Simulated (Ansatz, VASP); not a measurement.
Hf2S in VASP and in Ansatz

Contents of INCAR:

```
PREC     = Accurate       # precision mode
ENCUT    = 520            # plane-wave cutoff, eV
EDIFF    = 1E-6           # SCF threshold, eV
ISMEAR   = 0              # smearing method
SIGMA    = 0.4            # smearing width, eV
LREAL    = False          # projectors in reciprocal space
LASPH    = True           # aspherical terms in the spheres
NELM     = 60             # most SCF steps
ALGO     = Normal         # electronic algorithm
ISIF     = 2              # what is computed and relaxed
LWAVE    = False          # write WAVECAR
LCHARG   = False          # write CHGCAR
GGA      = PS             # functional
NBANDS   = 35             # bands
```

Contents of KPOINTS:

```
Automatic mesh
0
Gamma
  6 6 2
```

The input POSCAR:

```
Hf2S
1.0
    3.3742737662      0.0000000000      0.0000000000
   -1.6871368831      2.9222068008      0.0000000000
    0.0000000000      0.0000000000     11.7174070300
Hf S
4 2
Direct
    0.6666666667      0.3333333333      0.8998116400
    0.3333333333      0.6666666667      0.3998116400
    0.6666666667      0.3333333333      0.6001883600
    0.3333333333      0.6666666667      0.1001883600
    0.0000000000      0.0000000000      0.7500000000
    0.0000000000      0.0000000000      0.2500000000
```

Input for Ansatz:

```yaml
crystal:
  lattice:
    - [3.3742737662, 0.0, 0.0]
    - [-1.6871368831, 2.9222068008, 0.0]
    - [0.0, 0.0, 11.71740703]
  atoms:
    - { symbol: Hf, position: [0.6666666667, 0.3333333333, 0.89981164] }
    - { symbol: Hf, position: [0.3333333333, 0.6666666667, 0.39981164] }
    - { symbol: Hf, position: [0.6666666667, 0.3333333333, 0.60018836] }
    - { symbol: Hf, position: [0.3333333333, 0.6666666667, 0.10018836] }
    - { symbol: S, position: [0.0, 0.0, 0.75] }
    - { symbol: S, position: [0.0, 0.0, 0.25] }
basis:
  ecutwfc: 420
kpoints:
  mp_grid: { grid: [6, 6, 2] }
hamiltonian:
  xc: pbesol
scf:
  occupations: { method: gaussian, width: 0.4 }
output:
  forces: true
  stress: true
  eigenvalues: true
```

Alike in both runs: task single point; functional PBEsol; k mesh 6 × 6 × 2; occupations gaussian, width 0.4 eV; no spin polarisation.

|  | VASP | Ansatz |
| --- | --- | --- |
| version | VASP 6.6.1 | Ansatz 0.2.0 |
| potentials or method | VASP PAW PBE potentials, release 64 (Hf_pv, S), cutoff 520 eV | scalar-relativistic, plane waves, PAW |
| valence electrons in the cell | 52 | 116 |

Ansatz gave:

* gap on the k mesh at the Fermi level (eV): none
* pressure (GPa): -2.8
* traceless stress, the component that is largest in VASP (GPa): 0.77
* rms of the force components (eV/Å): 0.114

Q: Estimate VASP's values.

A: gap on the k mesh at the Fermi level (eV): none; pressure (GPa): -3.2; traceless stress, the component that is largest in VASP (GPa): 0.78; rms of the force components (eV/Å): 0.114.

VASP's potentials were made for PBE, not for PBEsol. Atom by atom the forces differ by 0.000 eV/Å (rms over components). A gap of «none» marks a metal or a gap that the smearing closes. VASP's potentials hold 52 valence electrons a cell and Ansatz's 116, so a difference there can come from the potentials and not from the codes.

Spin-orbit coupling is off throughout.
